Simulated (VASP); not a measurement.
# Ta5HC in VASP: notebook

Runs on Ta5HC. Level: PBEsol. Tasks: single point.

Program: VASP 6.6.1. These are calculated values, not measurements. Logs are shortened: lines on timing, memory, paths and dates and some standing lists are left out, and cuts for length are marked.

## 1. The cell of the first run

The cell holds a slab with vacuum, 7 atoms: a = 3.281 Å, b = 3.281 Å, c = 26.661 Å, α = 90.00°, β = 90.00°, γ = 90.00°.

## 2. Single point, PBEsol

INCAR

```
SYSTEM = Ta5HC
  PREC = Accurate
  ENCUT = 520
  EDIFF = 1E-6
  ISMEAR = 0
  SIGMA = 0.1
  LREAL = .FALSE.
  LASPH = .TRUE.
  NELM = 100
  ALGO = Normal
  ISIF = 2
  LWAVE = .FALSE.
  LCHARG = .FALSE.
  LDIPOL = .TRUE.
  IDIPOL = 3
  DIPOL = 0.5 0.5 0.504
  GGA = PS
  NBANDS = 39
```

KPOINTS

```
Automatic mesh
0
G
  9 9 1
  0 0 0
```

POSCAR

```
Ta5HC
1.0
    3.2805195243      0.0000000000      0.0000000000
    0.0000000000      3.2805195243      0.0000000000
    0.0000000000      0.0000000000     26.6610390486
Ta C H
5 1 1
Direct
    0.5000000000      0.5000000000      0.3188172818
    0.0000000000      0.0000000000      0.3803400064
    0.5000000000      0.5000000000      0.4407753646
    0.0000000000      0.0000000000      0.5035015437
    0.5000000000      0.5000000000      0.5667794750
    0.5000000000      0.5000000000      0.6393746303
    0.5000000000      0.5000000000      0.6806667551
```

Potentials or basis: VASP PAW PBE potentials, release 64 (Ta_pv, C, H).

Launch:

```
$ cat potpaw_PBE.64/Ta_pv/POTCAR potpaw_PBE.64/C/POTCAR potpaw_PBE.64/H/POTCAR > POTCAR
$ mpirun -np 1 vasp_std > vasp.out
```

OUTCAR:

```text
SYSTEM = Ta5HC
   PREC = Accurate
   ENCUT = 520
   EDIFF = 1E-6
   ISMEAR = 0
   LREAL = .FALSE.
   LASPH = .TRUE.
   NELM = 100
   ISIF = 2
   GGA = PS

 ion  position               nearest neighbor table
   1  0.500  0.500  0.319-   2 2.84   2 2.84   2 2.84   2 2.84   3 3.25
   2  0.000  0.000  0.380-   3 2.82   3 2.82   3 2.82   3 2.82   1 2.84   1 2.84   1 2.84   1 2.84
                             4 3.28
   3  0.500  0.500  0.441-   2 2.82   2 2.82   2 2.82   2 2.82   4 2.86   4 2.86   4 2.86   4 2.86
                             1 3.25   5 3.36
   4  0.000  0.000  0.504-   3 2.86   3 2.86   3 2.86   3 2.86   5 2.87   5 2.87   5 2.87   5 2.87
                             2 3.28
   5  0.500  0.500  0.567-   6 1.94   4 2.87   4 2.87   4 2.87   4 2.87   3 3.36
   6  0.500  0.500  0.639-   7 1.10   5 1.94
   7  0.500  0.500  0.681-   6 1.10

  LATTYP: Found a simple tetragonal cell.
 ALAT       =     3.2805195243
 C/A-ratio  =     8.1270783030

  Lattice vectors:

 A1 = (   3.2805195243,   0.0000000000,   0.0000000000)
 A2 = (   0.0000000000,   3.2805195243,   0.0000000000)
 A3 = (   0.0000000000,   0.0000000000,  26.6610390486)

Analysis of symmetry for initial positions (statically):
=====================================================================
 Subroutine PRICEL returns:
 Original cell was already a primitive cell.

 Routine SETGRP: Setting up the symmetry group for a
 simple tetragonal supercell.

 Subroutine GETGRP returns: Found  8 space group operations
 (whereof  8 operations were pure point group operations)
 out of a pool of 16 trial point group operations.

The static configuration has the point symmetry C_4v.

Analysis of symmetry for dynamics (positions and initial velocities):
=====================================================================
 Subroutine PRICEL returns:
 Original cell was already a primitive cell.

 Routine SETGRP: Setting up the symmetry group for a
 simple tetragonal supercell.

 Subroutine GETGRP returns: Found  8 space group operations
 (whereof  8 operations were pure point group operations)
 out of a pool of 16 trial point group operations.

The dynamic configuration has the point symmetry C_4v.

 Subroutine INISYM returns: Found  8 space group operations
 (whereof  8 operations are pure point group operations),
 and found     1 'primitive' translations

----------------------------------------------------------------------------------------

                                     Primitive cell

  volume of cell :     286.9210

  direct lattice vectors                    reciprocal lattice vectors
     3.280519524  0.000000000  0.000000000     0.304829766  0.000000000  0.000000000
     0.000000000  3.280519524  0.000000000     0.000000000  0.304829766  0.000000000
     0.000000000  0.000000000 26.661039049     0.000000000  0.000000000  0.037507916

  length of vectors
     3.280519524  3.280519524 26.661039049     0.304829766  0.304829766  0.037507916

  position of ions in fractional coordinates (direct lattice)
     0.500000000  0.500000000  0.318817282
     0.000000000  0.000000000  0.380340006
     0.500000000  0.500000000  0.440775365
     0.000000000  0.000000000  0.503501544
     0.500000000  0.500000000  0.566779475
     0.500000000  0.500000000  0.639374630
     0.500000000  0.500000000  0.680666755

  ion indices of the primitive-cell ions
   primitive index   ion index
                 1           1
                 2           2
                 3           3
                 4           4
                 5           5
                 6           6
                 7           7

----------------------------------------------------------------------------------------

 KPOINTS: Automatic mesh

Automatic generation of k-mesh.
 Grid dimensions read from file:
 generate k-points for:    9    9    1

 Generating k-lattice:

  Cartesian coordinates                     Fractional coordinates (reciprocal lattice)
     0.033869974  0.000000000  0.000000000     0.111111111  0.000000000  0.000000000
     0.000000000  0.033869974  0.000000000     0.000000000  0.111111111  0.000000000
     0.000000000  0.000000000  0.037507916     0.000000000  0.000000000  1.000000000

  Length of vectors
     0.033869974  0.033869974  0.037507916

  Shift w.r.t. Gamma in fractional coordinates (k-lattice)
     0.000000000  0.000000000  0.000000000

 Subroutine IBZKPT returns following result:
 ===========================================

 Found     15 irreducible k-points:

 Following reciprocal coordinates:
            Coordinates               Weight
  0.000000  0.000000  0.000000      1.000000
  0.111111  0.000000  0.000000      4.000000
  0.222222  0.000000  0.000000      4.000000
  0.333333  0.000000  0.000000      4.000000
  0.444444  0.000000  0.000000      4.000000
  0.111111  0.111111  0.000000      4.000000
  0.222222  0.111111  0.000000      8.000000
  0.333333  0.111111  0.000000      8.000000
  0.444444  0.111111  0.000000      8.000000
  0.222222  0.222222  0.000000      4.000000
  0.333333  0.222222  0.000000      8.000000
  0.444444  0.222222  0.000000      8.000000
  0.333333  0.333333  0.000000      4.000000
  0.444444  0.333333  0.000000      8.000000
  0.444444  0.444444  0.000000      4.000000
   k-points           NKPTS =     15   k-points in BZ     NKDIM =     15   number of bands    NBANDS=     39
   number of dos      NEDOS =    301   number of ions     NIONS =      7
   total plane-waves  NPLWV = 115200
   dimension x,y,z NGX =    24 NGY =   24 NGZ =  200
   dimension x,y,z NGXF=    48 NGYF=   48 NGZF=  400
   ions per type =               5   1   1
   NGX,Y,Z   is equivalent  to a cutoff of  12.16, 12.16, 12.47 a.u.
   NGXF,Y,Z  is equivalent  to a cutoff of  24.32, 24.32, 24.94 a.u.
 SYSTEM =  Ta5HC
   PREC   = accura    normal or accurate (medium, high low for compatibility)
   ISTART =      0    job   : 0-new  1-cont  2-samecut
   ICHARG =      2    charge: 1-file 2-atom 10-const
   ISPIN  =      1    spin polarized calculation?
   LNONCOLLINEAR =      F non collinear calculations
   LSORBIT =      F    spin-orbit coupling
   LASPH  =      T    aspherical Exc in radial PAW
   ENCUT  =  520.0 eV  38.22 Ry    6.18 a.u.   6.10  6.10 49.57*2*pi/ulx,y,z
   NELM   =    100;   NELMIN=  2; NELMDL= -5     # of ELM steps
   EDIFF  = 0.1E-05   stopping-criterion for ELM
   LREAL  =      F    real-space projection
   EDIFFG = 0.1E-04   stopping-criterion for IOM
   NSW    =      0    number of steps for IOM
   IBRION =     -1    ionic relax: 0-MD 1-quasi-New 2-CG
   NFREE  =      0    steps in history (QN), initial steepest desc. (CG)
   ISIF   =      2    stress and relaxation
   ISYM   =      2    0-nonsym 1-usesym 2-fastsym
   POTIM  = 0.5000    time-step for ionic-motion
   TEBEG  =    0.0;   TEEND  =   0.0 temperature during run
   PSTRESS=    0.0 pullay stress
   NELECT =      60.0000    total number of electrons
   NUPDOWN=      -1.0000    fix difference up-down
   EMIN   =  10.00;   EMAX   =-10.00  energy-range for DOS
   EFERMI =   0.00;   METHOD = LEGACY
   ISMEAR =     0;   SIGMA  =   0.10  broadening in eV -4-tet -1-fermi 0-gaus
   EFERMI_NEDOS =   21; number of points for ismear=-14 and -15
   IALGO  =     38    algorithm
   IMIX   =      4    mixing-type and parameters
     AMIX     =   0.40;   BMIX     =  1.00
     AMIX_MAG =   1.60;   BMIX_MAG =  1.00
  volume/ion in A,a.u.               =      40.99       276.61
  Fermi-wavevector in a.u.,A,eV,Ry     =   0.971713  1.836270 12.846965  0.944225
  Thomas-Fermi vector in A             =   2.101952
   LORBIT       =      0    0 simple, 1 ext, 2 COOP (PROOUT), +10 PAW based schemes
   GGA     = PS    functional components
   LHFCALC =     F    Hartree Fock is set to
   AEXX    =    0.0000 exact exchange contribution
   IVDW    =     0    specifies the selected vdW correction
   LEPSILON=     F    determine dielectric tensor
   LRPA    =     F    only Hartree local field effects (RPA)
 non-spin polarized calculation
 Gauss-broadening in eV      SIGMA  =   0.10
  energy-cutoff  :      520.00
  volume of cell :      286.92
 maximum number of plane-waves:      7774
   NGX = 13   NGY = 13   NGZ = 99

 dipolmoment           0.000000      0.000000     -0.001495 electrons x Angstroem

 number of electron      60.0000022 magnetization

 dipolmoment           0.000000      0.000000      0.025623 electrons x Angstroem

 Free energy of the ion-electron system (eV)
  ---------------------------------------------------
  ext. energy  EPLUGINS =         0.00000000
  ---------------------------------------------------
  free energy    TOTEN  =       -69.57364774 eV

  energy without entropy =      -69.53717053  energy(sigma->0) =      -69.55540913

 E-fermi :  -0.9095     XC(G=0):  -5.3707

 val. band max:       -0.9290901716   @ k =   0.1111   0.0000   0.0000
 cond. band min:      -0.9065482039   @ k =   0.1111   0.0000   0.0000
 fundamental gap:      0.0225419677
 Fermi energy:        -0.9095310663

 k-point     1 :       0.0000    0.0000    0.0000
  band No.  band energies     occupation
      1     -35.7079      2.00000
      2     -35.5315      2.00000
      3     -35.5315      2.00000
      4     -34.8952      2.00000
      5     -34.7837      2.00000
      6     -34.7837      2.00000
[... 31 lines left out ...]
     38       2.0131      0.00000
     39       2.1817      0.00000

 k-point     2 :       0.1111    0.0000    0.0000
  band No.  band energies     occupation
      1     -35.7118      2.00000
      2     -35.5636      2.00000
      3     -35.5239      2.00000
      4     -34.9065      2.00000
      5     -34.8575      2.00000
      6     -34.7648      2.00000
[... 535 lines left out ...]
     38       3.0846      0.00000
     39       3.2592      0.00000

 k-point    15 :       0.4444    0.4444    0.0000
  band No.  band energies     occupation
      1     -35.7634      2.00000
      2     -35.7628      2.00000
      3     -35.6319      2.00000
      4     -35.0952      2.00000
      5     -35.0897      2.00000
      6     -34.9021      2.00000
[... 31 lines left out ...]
     38       3.3968      0.00000
     39       3.4388      0.00000

------------------------ aborting loop because EDIFF is reached ----------------------------------------

 vacuum level on the upper side and lower side of the slab       (xc-potential included)         0.202        -0.220

  FORCE on cell =-STRESS in cart. coord.  units (eV):
  Direction    XX          YY          ZZ          XY          YZ          ZX
  --------------------------------------------------------------------------------------
  -------------------------------------------------------------------------------------
  Total       -6.0065140     -6.0065140     -2.3526227      0.0000000     -0.0000000      0.0000000
  in kB      -33.5405941    -33.5405941    -13.1371316      0.0000000     -0.0000000      0.0000000
  external PRESSURE =     -26.7394399 kB  Pullay stress =       0.0000000 kB

 VOLUME and BASIS-vectors are now :
 -----------------------------------------------------------------------------
  energy-cutoff  :      520.00
  volume of cell :      286.92
      direct lattice vectors                 reciprocal lattice vectors
     3.280519524  0.000000000  0.000000000     0.304829766  0.000000000  0.000000000
     0.000000000  3.280519524  0.000000000     0.000000000  0.304829766  0.000000000
     0.000000000  0.000000000 26.661039049     0.000000000  0.000000000  0.037507916

 POSITION                                       TOTAL-FORCE (eV/Angst)
 -----------------------------------------------------------------------------------
      1.64026      1.64026      8.50000        -0.000000      0.000000      1.480905
      0.00000      0.00000     10.14026        -0.000000     -0.000000     -1.485046
      1.64026      1.64026     11.75153         0.000000     -0.000000      0.004518
      0.00000      0.00000     13.42387        -0.000000     -0.000000      0.008527
      1.64026      1.64026     15.11093        -0.000000     -0.000000     -0.061878
      1.64026      1.64026     17.04639         0.000000     -0.000000      0.025964
      1.64026      1.64026     18.14728        -0.000000     -0.000000      0.027010
 -----------------------------------------------------------------------------------
    total drift:                                0.000000     -0.000000      0.000296

  FREE ENERGIE OF THE ION-ELECTRON SYSTEM (eV)
  ---------------------------------------------------
  free  energy   TOTEN  =       -69.5736477387 eV

  energy  without entropy=      -69.5371705293  energy(sigma->0) =      -69.55540913

 vacuum level on the upper side and lower side of the slab         3.574         3.143
```

It took 11 min on 1 thread of Intel Xeon 8259CL, shared host; peak memory 0.42 GiB.

What came out:

```yaml
Free_energy: -69.5736 eV
Largest_force: 1.485 eV/Å
Band_gap_on_the_k_mesh: zero (bands 30 and 31 overlap by 0.89 eV)
```

Forces on the atoms (eV/Å):
```
Ta   0.000  0.000  1.481
Ta   0.000  0.000 -1.485
Ta   0.000  0.000  0.005
Ta   0.000  0.000  0.009
Ta   0.000  0.000 -0.062
C    0.000  0.000  0.026
H    0.000  0.000  0.027
```

Caveat: the PAW data sets were made with another functional, which shifts forces and pressure a little; spin-orbit coupling is left out, which moves the levels of the heavy elements.

## 3. Single point, PBEsol

INCAR

```
PREC = Accurate
ENCUT = 520
EDIFF = 1E-6
ISMEAR = 0
SIGMA = 0.1
LREAL = F
LASPH = T
NELM = 60
ALGO = Normal
ISIF = 2
LWAVE = F
LCHARG = F
LDIPOL = T
IDIPOL = 3
DIPOL = 0.5 0.5 0.504
GGA = PS
NBANDS = 39
```

KPOINTS

```
Automatic mesh
0
Gamma
  9 9 1
```

POSCAR

```
Ta5HC
1.0
    3.2805195243      0.0000000000      0.0000000000
    0.0000000000      3.2805195243      0.0000000000
    0.0000000000      0.0000000000     26.6610390486
Ta C H
5 1 1
Direct
    0.5000000000      0.5000000000      0.3188172818
    0.0000000000      0.0000000000      0.3803400064
    0.5000000000      0.5000000000      0.4407764908
    0.0000000000      0.0000000000      0.5035025144
    0.5000000000      0.5000000000      0.5667807036
    0.5000000000      0.5000000000      0.6393758337
    0.5000000000      0.5000000000      0.6806675193
```

Potentials or basis: VASP PAW PBE potentials, release 64 (Ta_pv, C, H).

Launch:

```
$ cat potpaw_PBE.64/Ta_pv/POTCAR potpaw_PBE.64/C/POTCAR potpaw_PBE.64/H/POTCAR > POTCAR
$ mpirun -np 1 vasp_std > vasp.out
```

It took 11 min on 1 thread of Intel Xeon 8259CL, shared host; peak memory 0.43 GiB.

The run converged. Its results:

```yaml
Free_energy: -69.5736 eV
Largest_force: 1.485 eV/Å
Band_gap_on_the_k_mesh: zero (bands 30 and 31 overlap by 0.89 eV)
```

Forces in eV/Å, atoms in the order of the input:
```
Ta   0.000  0.000  1.481
Ta   0.000  0.000 -1.485
Ta   0.000  0.000  0.004
Ta   0.000  0.000  0.009
Ta   0.000  0.000 -0.062
C    0.000  0.000  0.026
H    0.000  0.000  0.027
```

Levels at points of the mesh, in eV from the Fermi level:
```
           k point  band 28  band 29  band 30  band 31  band 32  band 33
(0.00, 0.00, 0.00)     0.19     0.45     0.45     0.84     0.89     0.89
```

Caveat: the PAW data sets were made with another functional, which shifts forces and pressure a little; spin-orbit coupling is left out, which moves the levels of the heavy elements.

(Continued in part 2 of 2.)
